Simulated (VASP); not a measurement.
# Hf3ZrS8 (P-3m1) in VASP: further runs

Runs on Hf3ZrS8. Level: PBE. Tasks: single point, relaxation of cell and atoms.

All numbers are computed with VASP 6.6.1; they aren't measurements. Logs are shortened: lines on timing, memory, paths and dates and some standing lists are left out, and cuts for length are marked.

## (1) The cell of the first run

It takes space group P-3m1 (No. 164, trigonal). The conventional cell has a = 3.601 Å, b = 3.601 Å, c = 23.572 Å, α = 90.00°, β = 90.00°, γ = 120.00°. Zr (site symmetry -3m) has 6 S at 2.51 Å within 3.3 Å. Within 3.3 Å of Hf (site symmetry 3m) lie 6 S at 2.51 Å. Hf (site symmetry -3m) has 6 S at 2.51 Å within 3.3 Å. S (site symmetry 3m) has 3 Hf at 2.51 Å within 3.3 Å. Within 3.3 Å of S (site symmetry 3m) lie 3 Hf at 2.51 Å. Within 3.3 Å of S (site symmetry 3m) lie 3 Hf at 2.51 Å. Within 3.3 Å of S (site symmetry 3m) lie 3 Zr at 2.51 Å.

## (2) Single point, PBE

INCAR reads:

```
PREC = Accurate
ENCUT = 520
EDIFF = 1E-6
ISMEAR = 0
SIGMA = 0.1
LREAL = False
LASPH = True
NELM = 100
ALGO = Normal
ISIF = 2
LWAVE = False
LCHARG = False
GGA = PE
NBANDS = 57
```

KPOINTS reads:

```
Automatic mesh
0
Gamma
  6 6 1
```

POSCAR reads:

```
Hf3ZrS8
1.0
    3.6009047100      0.0000000000      0.0000000000
   -1.8004523600      3.1184749600      0.0000000000
    0.0000000000      0.0000000000     23.5720277300
Zr Hf S
1 3 8
Direct
    0.0000000000      0.0000000000      0.0000000000
    0.0000000000      0.0000000000      0.2500000000
    0.0000000000      0.0000000000      0.5000000000
    0.0000000000      0.0000000000      0.7500000000
    0.6666666700      0.3333333300      0.1905225100
    0.6666666700      0.3333333300      0.4405225100
    0.6666666700      0.3333333300      0.6905225100
    0.6666666700      0.3333333300      0.9405225100
    0.3333333300      0.6666666700      0.0594774900
    0.3333333300      0.6666666700      0.3094774900
    0.3333333300      0.6666666700      0.5594774900
    0.3333333300      0.6666666700      0.8094774900
```

Potentials or basis: VASP PAW PBE potentials, release 64 (Zr_sv, Hf_pv, S).

On the command line:

```sh
$ cat potpaw_PBE.64/Zr_sv/POTCAR potpaw_PBE.64/Hf_pv/POTCAR potpaw_PBE.64/S/POTCAR > POTCAR
$ mpirun -np 1 vasp_std > vasp.out
```

OUTCAR:

```text
PREC = Accurate
   ENCUT = 520
   EDIFF = 1E-6
   ISMEAR = 0
   LREAL = False
   LASPH = True
   NELM = 100
   ISIF = 2
   GGA = PE

 ion  position               nearest neighbor table
   1  0.000  0.000  0.000-   8 2.51   9 2.51   8 2.51   9 2.51   8 2.51   9 2.51
   2  0.000  0.000  0.250-   5 2.51  10 2.51   5 2.51  10 2.51   5 2.51  10 2.51
   3  0.000  0.000  0.500-   6 2.51  11 2.51   6 2.51  11 2.51   6 2.51  11 2.51
   4  0.000  0.000  0.750-   7 2.51  12 2.51   7 2.51  12 2.51   7 2.51  12 2.51
   5  0.667  0.333  0.191-   2 2.51   2 2.51   2 2.51
   6  0.667  0.333  0.441-   3 2.51   3 2.51   3 2.51
   7  0.667  0.333  0.691-   4 2.51   4 2.51   4 2.51
   8  0.667  0.333  0.941-   1 2.51   1 2.51   1 2.51
   9  0.333  0.667  0.059-   1 2.51   1 2.51   1 2.51
  10  0.333  0.667  0.309-   2 2.51   2 2.51   2 2.51
  11  0.333  0.667  0.559-   3 2.51   3 2.51   3 2.51
  12  0.333  0.667  0.809-   4 2.51   4 2.51   4 2.51

  LATTYP: Found a hexagonal cell.
 ALAT       =     3.6009047100
 C/A-ratio  =     6.5461403809

  Lattice vectors:

 A1 = (   3.6009047100,   0.0000000000,   0.0000000000)
 A2 = (  -1.8004523600,   3.1184749600,   0.0000000000)
 A3 = (   0.0000000000,   0.0000000000,  23.5720277300)

Analysis of symmetry for initial positions (statically):
=====================================================================
 Subroutine PRICEL returns:
 Original cell was already a primitive cell.

 Routine SETGRP: Setting up the symmetry group for a
 hexagonal supercell.

 Subroutine GETGRP returns: Found 12 space group operations
 (whereof 12 operations were pure point group operations)
 out of a pool of 24 trial point group operations.

The static configuration has the point symmetry D_3d.

Analysis of symmetry for dynamics (positions and initial velocities):
=====================================================================
 Subroutine PRICEL returns:
 Original cell was already a primitive cell.

 Routine SETGRP: Setting up the symmetry group for a
 hexagonal supercell.

 Subroutine GETGRP returns: Found 12 space group operations
 (whereof 12 operations were pure point group operations)
 out of a pool of 24 trial point group operations.

The dynamic configuration has the point symmetry D_3d.

 Subroutine INISYM returns: Found 12 space group operations
 (whereof 12 operations are pure point group operations),
 and found     1 'primitive' translations

----------------------------------------------------------------------------------------

                                     Primitive cell

  volume of cell :     264.6981

  direct lattice vectors                    reciprocal lattice vectors
     3.600904710  0.000000000  0.000000000     0.277707987  0.160334782  0.000000000
    -1.800452360  3.118474960  0.000000000     0.000000000  0.320669562  0.000000000
     0.000000000  0.000000000 23.572027730     0.000000000  0.000000000  0.042423164

  length of vectors
     3.600904710  3.600904716 23.572027730     0.320669563  0.320669562  0.042423164

  position of ions in fractional coordinates (direct lattice)
     0.000000000  0.000000000  0.000000000
     0.000000000  0.000000000  0.250000000
     0.000000000  0.000000000  0.500000000
     0.000000000  0.000000000  0.750000000
     0.666666670  0.333333330  0.190522510
     0.666666670  0.333333330  0.440522510
     0.666666670  0.333333330  0.690522510
     0.666666670  0.333333330  0.940522510
     0.333333330  0.666666670  0.059477490
     0.333333330  0.666666670  0.309477490
     0.333333330  0.666666670  0.559477490
     0.333333330  0.666666670  0.809477490

  ion indices of the primitive-cell ions
   primitive index   ion index
                 1           1
                 2           2
                 3           3
                 4           4
                 5           5
                 6           6
                 7           7
                 8           8
                 9           9
                10          10
                11          11
                12          12

[... 57 lines left out ...]
      4     -26.8920      2.00000
      5     -26.8284      2.00000
      6     -26.8271      2.00000
[... 49 lines left out ...]
     56       7.2307      0.00000
     57       7.3965      0.00000

 k-point     3 :       0.3333   -0.0000    0.0000
  band No.  band energies     occupation
      1     -44.9819      2.00000
      2     -26.9385      2.00000
      3     -26.9372      2.00000
      4     -26.9372      2.00000
      5     -26.8709      2.00000
      6     -26.8695      2.00000
[... 49 lines left out ...]
     56       7.7313      0.00000
     57       7.8508      0.00000

 k-point     4 :       0.5000    0.0000    0.0000
  band No.  band energies     occupation
      1     -44.9754      2.00000
      2     -26.9922      2.00000
      3     -26.9909      2.00000
      4     -26.9909      2.00000
      5     -26.8599      2.00000
      6     -26.8586      2.00000
[... 49 lines left out ...]
     56       7.8684      0.00000
     57       7.8896      0.00000

 k-point     5 :       0.1667    0.1667    0.0000
  band No.  band energies     occupation
      1     -44.9851      2.00000
      2     -26.9003      2.00000
      3     -26.8990      2.00000
      4     -26.8990      2.00000
      5     -26.8771      2.00000
      6     -26.8758      2.00000
[... 49 lines left out ...]
     56       7.9026      0.00000
     57       7.9363      0.00000

 k-point     6 :       0.3333    0.1667    0.0000
  band No.  band energies     occupation
      1     -44.9754      2.00000
      2     -26.9636      2.00000
      3     -26.9624      2.00000
      4     -26.9624      2.00000
      5     -26.8608      2.00000
      6     -26.8595      2.00000
[... 49 lines left out ...]
     56       7.8276      0.00000
     57       7.8428      0.00000

 k-point     7 :       0.3333    0.3333    0.0000
  band No.  band energies     occupation
      1     -44.9722      2.00000
      2     -26.9242      2.00000
      3     -26.9242      2.00000
      4     -26.9229      2.00000
      5     -26.9229      2.00000
      6     -26.9229      2.00000
[... 49 lines left out ...]
     56       7.5174      0.00000
     57       7.5174      0.00000

------------------------ aborting loop because EDIFF is reached ----------------------------------------

  FORCE on cell =-STRESS in cart. coord.  units (eV):
  Direction    XX          YY          ZZ          XY          YZ          ZX
  --------------------------------------------------------------------------------------
  -------------------------------------------------------------------------------------
  Total       10.1622991     10.1622991     10.9594931     -0.0000000      0.0000000     -0.0000000
  in kB       61.5108488     61.5108490     66.3361431     -0.0000001      0.0000000     -0.0000000
  external PRESSURE =      63.1192803 kB  Pullay stress =       0.0000000 kB

 VOLUME and BASIS-vectors are now :
 -----------------------------------------------------------------------------
  energy-cutoff  :      520.00
  volume of cell :      264.70
      direct lattice vectors                 reciprocal lattice vectors
     3.600904710  0.000000000  0.000000000     0.277707987  0.160334782  0.000000000
    -1.800452360  3.118474960  0.000000000     0.000000000  0.320669562  0.000000000
     0.000000000  0.000000000 23.572027730     0.000000000  0.000000000  0.042423164

 POSITION                                       TOTAL-FORCE (eV/Angst)
 -----------------------------------------------------------------------------------
      0.00000      0.00000      0.00000        -0.000000      0.000000     -0.000000
      0.00000      0.00000      5.89301        -0.000000     -0.000000     -0.000745
      0.00000      0.00000     11.78601        -0.000000      0.000000     -0.000000
      0.00000      0.00000     17.67902        -0.000000      0.000000      0.000745
      1.80045      1.03949      4.49100         0.000000     -0.000000     -0.699572
      1.80045      1.03949     10.38401         0.000000      0.000000     -0.694018
      1.80045      1.03949     16.27702        -0.000000      0.000000     -0.693820
      1.80045      1.03949     22.17002         0.000000     -0.000000     -0.974741
     -0.00000      2.07898      1.40201        -0.000000      0.000000      0.974741
     -0.00000      2.07898      7.29501         0.000000     -0.000000      0.693820
     -0.00000      2.07898     13.18802        -0.000000     -0.000000      0.694018
     -0.00000      2.07898     19.08103        -0.000000      0.000000      0.699572
 -----------------------------------------------------------------------------------
    total drift:                               -0.000000     -0.000000      0.000000

  FREE ENERGIE OF THE ION-ELECTRON SYSTEM (eV)
  ---------------------------------------------------
  free  energy   TOTEN  =       -89.7887525181 eV

  energy  without entropy=      -89.7887525181  energy(sigma->0) =      -89.78875252
```

Run time: 95 s. Hardware: 1 thread of Intel Xeon 6975P-C (Granite Rapids), shared host; peak memory 0.4 GiB.

Results:

```yaml
Free_energy: -89.7888 eV
Pressure: 6.3 GPa
Largest_force: 0.975 eV/Å
Band_gap_on_the_k_mesh: 1.10 eV (least direct gap 1.65 eV)
```

Forces in eV/Å, atoms in the order of the input:
```
Zr   0.000  0.000  0.000
Hf   0.000  0.000 -0.001
Hf   0.000  0.000  0.000
Hf   0.000  0.000  0.001
S    0.000  0.000 -0.700
S    0.000  0.000 -0.694
S    0.000  0.000 -0.694
S    0.000  0.000 -0.975
S    0.000  0.000  0.975
S    0.000  0.000  0.694
S    0.000  0.000  0.694
S    0.000  0.000  0.700
```

Caveat: the cell stands under pressure; spin-orbit coupling is left out, which moves the levels of the heavy elements; this functional lacks dispersion, which binds layers or chains, so the pressure and a relaxed spacing across them are unreliable. A k mesh can miss the band edges.

## (3) Single point, PBE

This run uses another cell than the first one, of 24.96 Å³/atom.

INCAR reads:

```
PREC = Accurate ; ENCUT = 520
EDIFF = 1E-7 ; ISMEAR = 0
SIGMA = 0.1 ; LREAL = F
LASPH = T ; NELM = 80
ALGO = Normal ; ISIF = 2
LWAVE = F ; LCHARG = F
GGA = PE ; NBANDS = 57
```

KPOINTS reads:

```
regular mesh
0
Gamma
  6 6 1
```

POSCAR reads:

```
Hf3ZrS8
1.0
    3.6609675695      0.0000000029      0.0000000000
   -1.8304837873      3.1704909161      0.0000000000
    0.0000000000      0.0000000000     25.8055961554
Zr Hf S
1 3 8
Direct
    0.0000000000      0.0000000000      0.0000000000
    0.0000000000      0.0000000000      0.2497474257
    0.0000000000      0.0000000000      0.5000000000
    0.0000000000      0.0000000000      0.7502525743
    0.6666666667      0.3333333333      0.1939690306
    0.6666666667      0.3333333333      0.4442224936
    0.6666666667      0.3333333333      0.6944751625
    0.6666666667      0.3333333333      0.9435913362
    0.3333333333      0.6666666667      0.0564086638
    0.3333333333      0.6666666667      0.3055248375
    0.3333333333      0.6666666667      0.5557775064
    0.3333333333      0.6666666667      0.8060309694
```

Potentials or basis: VASP PAW PBE potentials, release 64 (Zr_sv, Hf_pv, S).

On the command line:

```sh
$ cat potpaw_PBE.64/Zr_sv/POTCAR potpaw_PBE.64/Hf_pv/POTCAR potpaw_PBE.64/S/POTCAR > POTCAR
$ mpirun -np 1 vasp_std > vasp.out
```

Wall time 2.2 min (1 thread of Intel Xeon 6975P-C (Granite Rapids), shared host); peak memory 0.44 GiB.

Results (log left out):

| Item | Value |
| --- | --- |
| Free energy | -90.1841 eV |
| Pressure | -0.1 GPa |
| Largest force | 0.051 eV/Å |
| Band gap on the k mesh | 1.11 eV (least direct gap 1.68 eV) |

Forces on the atoms (eV/Å):
```
Zr   0.000  0.000  0.000
Hf   0.000  0.000  0.000
Hf   0.000  0.000  0.000
Hf   0.000  0.000  0.000
S    0.000  0.000  0.051
S    0.000  0.000  0.051
S    0.000  0.000  0.051
S    0.000  0.000 -0.033
S    0.000  0.000  0.033
S    0.000  0.000 -0.051
S    0.000  0.000 -0.051
S    0.000  0.000 -0.051
```

Stress tensor (GPa, compression positive):
```
-0.23  0.00  0.00
 0.00 -0.23  0.00
 0.00  0.00  0.00
```

Levels at points of the mesh, in eV from the valence-band top:
| k point | band 43 | band 44 | band 45 | band 46 | band 47 | band 48 |
| --- | --- | --- | --- | --- | --- | --- |
| (0.00, 0.00, 0.00) | -0.03 | 0.00 | 0.00 | 1.68 | 1.68 | 2.05 |
| (0.50, 0.00, 0.00) | -1.05 | -0.98 | -0.92 | 1.11 | 1.28 | 1.32 |

Caveat: spin-orbit coupling is left out, which moves the levels of the heavy elements; this functional lacks dispersion, which binds layers or chains, so the pressure and a relaxed spacing across them are unreliable.

## (4) Relaxation of cell and atoms, PBE

INCAR reads:

```
PREC = Accurate ; ENCUT = 600
EDIFF = 1E-6 ; ISMEAR = 0
SIGMA = 0.1 ; LREAL = False
LASPH = True ; NELM = 100
ALGO = Normal ; ISIF = 3
LWAVE = False ; LCHARG = False
GGA = PE ; IBRION = 2
NSW = 90 ; EDIFFG = -0.04
```

KPOINTS reads:

```
Automatic mesh
0
Gamma
  6 6 1
```

POSCAR reads:

```
Hf3ZrS8
1.0
    3.6009047100      0.0000000000      0.0000000000
   -1.8004523600      3.1184749600      0.0000000000
    0.0000000000      0.0000000000     23.5720277300
Zr Hf S
1 3 8
Direct
    0.0000000000      0.0000000000      0.0000000000
    0.0000000000      0.0000000000      0.2500000000
    0.0000000000      0.0000000000      0.5000000000
    0.0000000000      0.0000000000      0.7500000000
    0.6666666700      0.3333333300      0.1905225100
    0.6666666700      0.3333333300      0.4405225100
    0.6666666700      0.3333333300      0.6905225100
    0.6666666700      0.3333333300      0.9405225100
    0.3333333300      0.6666666700      0.0594774900
    0.3333333300      0.6666666700      0.3094774900
    0.3333333300      0.6666666700      0.5594774900
    0.3333333300      0.6666666700      0.8094774900
```

On the command line:

```sh
$ cat potpaw_PBE.64/Zr_sv/POTCAR potpaw_PBE.64/Hf_pv/POTCAR potpaw_PBE.64/S/POTCAR > POTCAR
$ mpirun -np 1 vasp_std > vasp.out
```

Run time: 19 min. Hardware: 1 thread of Intel Xeon 6975P-C (Granite Rapids), shared host; peak memory 0.52 GiB.

It converged, with:

```yaml
Free_energy: -90.1832 eV
Relaxed_volume: 25.11 Å³/atom
Relaxed_cell: a = 3.654 Å, b = 3.654 Å, c = 26.057 Å, α = 90.00°, β = 90.00°, γ = 120.00°
Space_group_after_relaxing_to_0.1_Å: P-3m1 (No. 164)
Energy_gained_by_relaxing: 32.7 meV/atom
Ionic_steps: 14
Pressure_after_relaxing: 0.1 GPa
Largest_force_after_relaxing: 0.025 eV/Å
Band_gap_on_the_k_mesh: 1.09 eV (least direct gap 1.68 eV)
```

Forces in eV/Å, atoms in the order of the input:
```
Zr   0.000  0.000  0.000
Hf   0.000  0.000  0.001
Hf   0.000  0.000  0.000
Hf   0.000  0.000 -0.001
S    0.000  0.000  0.023
S    0.000  0.000  0.022
S    0.000  0.000  0.025
S    0.000  0.000 -0.011
S    0.000  0.000  0.011
S    0.000  0.000 -0.025
S    0.000  0.000 -0.022
S    0.000  0.000 -0.023
```

Stress tensor (GPa, compression positive):
```
0.12 0.00 0.00
0.00 0.12 0.00
0.00 0.00 0.03
```

The path:
```
step  energy change (eV)  largest force (eV/Å)  pressure (GPa)  volume (Å³)
   1              0.0000                0.9738            6.34       264.70
   2              0.2517                1.1051           -6.65       299.55
   3             -0.3096                0.1505           -0.04       278.81
   4             -0.3098                0.1352            0.07       278.52
   5             -0.3192                0.1198            0.10       279.16
   6             -0.3318                0.2730            0.18       281.03
   7             -0.3410                0.2454            0.15       282.58
   8             -0.3624                0.1601            0.10       287.24
   9             -0.3812                0.0827            0.10       296.65
  10             -0.3884                0.0838           -0.41       300.99
  11             -0.3884                0.0761           -0.39       300.79
  12             -0.3913                0.0586            0.10       301.25
  13             -0.3915                0.0616            0.01       301.17
  14             -0.3922                0.0245            0.09       301.27
```

Final structure:
```
Zr Hf S
1.0
     3.65383    0.00000    0.00000
    -1.82692    3.16431    0.00000
     0.00000    0.00000   26.05685
Zr Hf S
1 3 8
Direct
  0.00000 0.00000 0.00000
  0.00000 0.00000 0.24996
  0.00000 0.00000 0.50000
  0.00000 0.00000 0.75004
  0.66667 0.33333 0.19468
  0.66667 0.33333 0.44472
  0.66667 0.33333 0.69475
  0.66667 0.33333 0.94392
  0.33333 0.66667 0.05608
  0.33333 0.66667 0.30525
  0.33333 0.66667 0.55528
  0.33333 0.66667 0.80532
```

Levels at points of the mesh, in eV from the valence-band top:
```
           k point  band 41  band 42  band 43  band 44  band 45  band 46  band 47  band 48  band 49  band 50
(0.00, 0.00, 0.00)    -0.04    -0.03    -0.03     0.00     0.00     1.68     1.68     2.05     2.05     2.05
(0.50, 0.00, 0.00)    -1.11    -1.08    -1.06    -1.01    -0.92     1.09     1.27     1.31     1.34     3.42
```

Caveat: spin-orbit coupling is left out, which moves the levels of the heavy elements; this functional lacks dispersion, which binds layers or chains, so the pressure and a relaxed spacing across them are unreliable. A k mesh can miss the band edges.

## (5) The runs side by side

| task | cell | cutoff (eV) | gap on the mesh (eV) | pressure (GPa) | largest force (eV/Å) |
| --- | --- | --- | --- | --- | --- |
| single point | a = 3.601, b = 3.601, c = 23.572 Å, angles 90.0, 90.0, 120.0°, 12 atoms, atomic positions A | 520 | 1.10 | 6.3 | 0.97 |
| single point | a = 3.661, b = 3.661, c = 25.806 Å, angles 90.0, 90.0, 120.0°, 12 atoms, atomic positions B | 520 | 1.11 | -0.1 | 0.05 |
| relaxation of cell and atoms | relaxed from a = 3.601, b = 3.601, c = 23.572 Å, angles 90.0, 90.0, 120.0°, 12 atoms, atomic positions A | 600 | 1.09 | 0.1 | 0.02 |

Alike in all rows: level PBE; potentials or basis VASP PAW PBE potentials, release 64 (Zr_sv, Hf_pv, S); no spin polarisation; k mesh 6 × 6 × 1; smearing gaussian 0.1 eV.

Caveats: spin-orbit coupling is left out, which moves the levels of the heavy elements; this functional lacks dispersion, which binds layers or chains, so the pressure and a relaxed spacing across them are unreliable; the cell stands under pressure (at least some runs).

Total energies depend on the potentials used, so only differences within one code and one set of settings carry meaning.
